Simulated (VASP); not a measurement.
Write the native input for VASP 6.6.1 that does the following.

- Task: single point
- Functional: LDA
- Potentials or basis: VASP PAW LDA potentials, release 64 (Cu, Mo_sv, F)
- Cutoff: 520 eV
- k mesh: 1 × 1 × 1
- Occupations: fermi-dirac, width 0.05 eV
- Spin: no spin polarisation
- Dipole correction: no
- Further INCAR settings: LREAL = Auto; ALGO = Normal; EDIFF = 1e-06; NBANDS = 156

The structure of CuMoF6 lies in POSCAR:

```
CuMoF6
1.0
   -4.6399870000     -2.8081840000      4.4034970000
    4.9097870000     -2.5297270000      4.8780660000
    0.3760510000      5.2355700000      4.5756560000
Cu Mo F
4 4 24
Direct
    0.0555630501      0.1043437740     -0.0688573487
    0.6068235017      0.5320685887     -0.0797505672
    0.5694191814      0.0792056505      0.4015804405
    0.0871079575      0.5827881684      0.4627404728
    0.5806734509      0.5974321148      0.4070002016
    0.0486879503      0.0993454245      0.4224070208
    0.0884276526      0.6134204008     -0.0772776852
    0.5420014376      0.0412812797     -0.0688807269
    0.4988259442      0.6505983982      0.6662562757
    0.6698390769      0.4824276138      0.1731886955
    0.3299906043      0.7117871034      0.3330108066
    0.8169474127      0.4949413995      0.5439914422
    0.6482953647      0.8216389031      0.3220575387
    0.4452868891      0.3630583811      0.4810146950
    0.9624187496      0.1706434688      0.6825866762
    0.1213062895      1.0245517404      0.1721276923
    0.7791424711      0.2017541562      0.3059186215
    0.3022306036      1.0027770166      0.4999973717
    0.1204763054      0.3523563571      0.3537122077
    0.9992272861      0.8402109895      0.4737246380
    0.9899466653      0.6664774301      0.1621520362
    0.2359277146      0.5408963743      0.7023396871
    0.8250889776      0.6309018034      0.8238474496
    0.3124211912      0.4924186648      0.0347280205
    0.1577127636      0.8416315636      0.8428470156
    1.0164738035      0.3588351611     -0.0002100121
    0.4395428978      0.1561135689      0.1613849196
    0.6142491275      0.9808420821      0.6575763995
    0.2948111099      0.1589671203      0.8414417643
    0.8258603708      0.9910773255      0.0039963078
    0.6745179484      0.2529146457      0.8368478539
    0.4937824268      0.8061180290     -0.0282508965
```

The input as run:

INCAR

```
SYSTEM = CuMoF6
PREC     = Accurate       ! precision mode
ENCUT    = 520            ! plane-wave cutoff, eV
EDIFF    = 1E-6           ! SCF threshold, eV
ISMEAR   = -1             ! smearing method
SIGMA    = 0.05           ! smearing width, eV
LREAL    = Auto         
LASPH    = .TRUE.         ! aspherical terms in the spheres
NELM     = 80             ! most SCF steps
ALGO     = Normal         ! electronic algorithm
ISIF     = 2              ! what is computed and relaxed
LWAVE    = .FALSE.        ! write WAVECAR
LCHARG   = .FALSE.        ! write CHGCAR
NBANDS   = 156            ! bands
```

KPOINTS

```
Automatic mesh
0
G
  1 1 1
  0 0 0
```

Potentials or basis: VASP PAW LDA potentials, release 64 (Cu, Mo_sv, F).

Launch:

```bash
$ cat potpaw_LDA.64/Cu/POTCAR potpaw_LDA.64/Mo_sv/POTCAR potpaw_LDA.64/F/POTCAR > POTCAR
$ mpirun -np 1 vasp_gam > vasp.out
```

It gave:

```
Pressure               : 5.5 GPa
Largest force          : 7.401 eV/Å
Band gap on the k mesh : 0.18 eV
```

Caveat: the k points lie up to 0.92 Å⁻¹ apart; forces of over 1 eV/Å act on the atoms, so gaps and moduli don't describe the material at rest.

It took 3.6 min on 1 thread of Intel Xeon 6975P-C, with other jobs on the host, peak memory 0.31 GiB.
